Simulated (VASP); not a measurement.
A run of VASP 6.6.1:

The input INCAR:

```
SYSTEM = MoS2
PREC = Accurate
ENCUT = 520
EDIFF = 1E-8
ISMEAR = -1
SIGMA = 0.02
LREAL = .FALSE.
LASPH = .TRUE.
NELM = 150
ALGO = Normal
ISIF = 2
LWAVE = .FALSE.
LCHARG = .FALSE.
ISPIN = 2
MAGMOM = 2 2 0 0 0 0
LORBIT = 11
LMAXMIX = 4
LEFG = .TRUE.
NBANDS = 39
```

Contents of KPOINTS:

```
regular mesh
0
G
  11 11 3
  0 0 0
```

POSCAR

```
MoS2
1.0
    3.1854323130      0.0000000000      0.0000000000
   -1.5927161565      2.7586653051      0.0000000000
    0.0000000000      0.0000000000     13.1783909070
Mo S
2 4
Direct
    0.0000000000      0.0000000000      0.2500000000
    0.0000000000      0.0000000000      0.7500000000
    0.3333333333      0.6666666667      0.3683804474
    0.6666666667      0.3333333333      0.6316195526
    0.6666666667      0.3333333333      0.8683804474
    0.3333333333      0.6666666667      0.1316195526
```

Potentials or basis: VASP PAW LDA potentials, release 64 (Mo_sv, S).

The run is started by

```bash
$ cat potpaw_LDA.64/Mo_sv/POTCAR potpaw_LDA.64/S/POTCAR > POTCAR
$ mpirun -np 1 vasp_std > vasp.out
```

Hardware: 1 thread of Intel(R) Xeon(R) 6975P-C (Granite Rapids), on a shared host.

Problem. Estimate the wall time of this run.

Solution. It took 2.2 min on 1 thread of Intel(R) Xeon(R) 6975P-C (Granite Rapids), with other jobs on the host, peak memory 0.33 GiB. Counts: scf iterations 17, k points 32.
